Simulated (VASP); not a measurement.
A run of VASP 6.6.1 is set up as follows.

Contents of INCAR:

```
PREC = Accurate
ENCUT = 600
EDIFF = 1E-6
ISMEAR = -1
SIGMA = 0.05
LREAL = F
LASPH = T
NELM = 120
ALGO = Normal
ISIF = 2
LWAVE = F
LCHARG = F
GGA = PE
NBANDS = 14
GGA_COMPAT = F
```

File KPOINTS:

```
Automatic mesh
0
Gamma
  14 14 14
```

The input POSCAR:

```
TaC
1.0
    0.0000000000      2.0197295389      2.0197295389
    2.0197295389      0.0000000000      2.0197295389
    2.0197295389      2.0197295389      0.0000000000
Ta C
1 1
Direct
    0.0000000000      0.0000000000      0.0000000000
    0.5000000000      0.5000000000      0.5000000000
```

Potentials or basis: VASP PAW PBE potentials, release 64 (Ta_pv, C).

Command:

```sh
$ cat potpaw_PBE.64/Ta_pv/POTCAR potpaw_PBE.64/C/POTCAR > POTCAR
$ mpirun -np 1 vasp_std > vasp.out
```

Q: What does it give for the pressure?

A: 191.3 GPa.
